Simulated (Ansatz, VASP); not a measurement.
**MgO: VASP beside Ansatz**

Contents of POSCAR:

```
MgO
1.0
    0.0000000000      2.1334903292      2.1021680256
    2.1021680256      0.0000000000      2.1021680256
    2.1021680256      2.1334903292      0.0000000000
Mg O
1 1
Direct
    0.0000000000      0.0000000000      0.0000000000
    0.5000000000      0.5000000000      0.5000000000
```

INCAR.step1

```
SYSTEM = MgO
PREC = Accurate
ENCUT = 920
ISMEAR = 0
SIGMA = 0.01
LREAL = .FALSE.
LASPH = .TRUE.
NELM = 120
NBANDS = 15
GGA = PE
ALGO = Normal
EDIFF = 1E-5
LWAVE = .TRUE.
LCHARG = .FALSE.
GGA_COMPAT = .FALSE.
```

Contents of INCAR.step2:

```
SYSTEM = MgO
PREC = Accurate
ENCUT = 920
EDIFF = 1E-6
ISMEAR = 0
SIGMA = 0.01
LREAL = .FALSE.
LASPH = .TRUE.
NELM = 120
ALGO = Normal
ISIF = 2
LWAVE = .FALSE.
LCHARG = .FALSE.
METAGGA = R2SCAN
LMIXTAU = .TRUE.
NBANDS = 15
ISTART = 1
GGA_COMPAT = .FALSE.
```

The input KPOINTS:

```
Automatic mesh
0
G
  10 10 10
  0 0 0
```

Input for Ansatz:

```yaml
crystal:
  lattice:
    - [0.0, 2.1334903292, 2.1021680256]
    - [2.1021680256, 0.0, 2.1021680256]
    - [2.1021680256, 2.1334903292, 0.0]
  atoms:
    - { symbol: Mg, position: [0.0, 0.0, 0.0] }
    - { symbol: O, position: [0.5, 0.5, 0.5] }
kpoints:
  mp_grid: { grid: [10, 10, 10] }
  band_path:
    path:
      - [0.0, 0.0, 0.0]
      - [0.5, 0.0, 0.5]
      - [0.625, 0.25, 0.625]
      - [0.375, 0.375, 0.75]
      - [0.5, 0.5, 0.5]
      - [0.5, 0.25, 0.75]
    npoints: 1
hamiltonian:
  xc: r2scan
scf:
  occupations: { method: fixed }
  n_extra_bands: 4
output:
  forces: true
  stress: true
  eigenvalues: true
  write_density: true
  write_potential: true
  elf: true
  volumetric_format: npy
```

Change from the starting cell: uniaxial_y strain +1.5%.

Alike in both runs: task single point; functional r2SCAN; k mesh 10 × 10 × 10; no spin polarisation.

|  | VASP | Ansatz |
| --- | --- | --- |
| version | VASP 6.6.1 | Ansatz 0.2.0 |
| potentials or method | VASP PAW PBE potentials, release 64 (Mg_sv, O) | plane waves, PAW |
| plane-wave cutoff (eV) | 920 | 500 |
| occupations | gaussian, width 0.01 eV | fixed |
| valence electrons in the cell | 16 | 16 |

|  | VASP | Ansatz | Ansatz less VASP |
| --- | --- | --- | --- |
| gap on the k mesh at the Fermi level (eV) | 5.53 | 5.51 | -0.017 |
| pressure (GPa) | -1.8 | -2.3 | -0.52 |
| traceless stress, the component that is largest in VASP (GPa) | -1.91 | -1.91 | +0.003 |

VASP's potentials were made for PBE, not for r2SCAN.
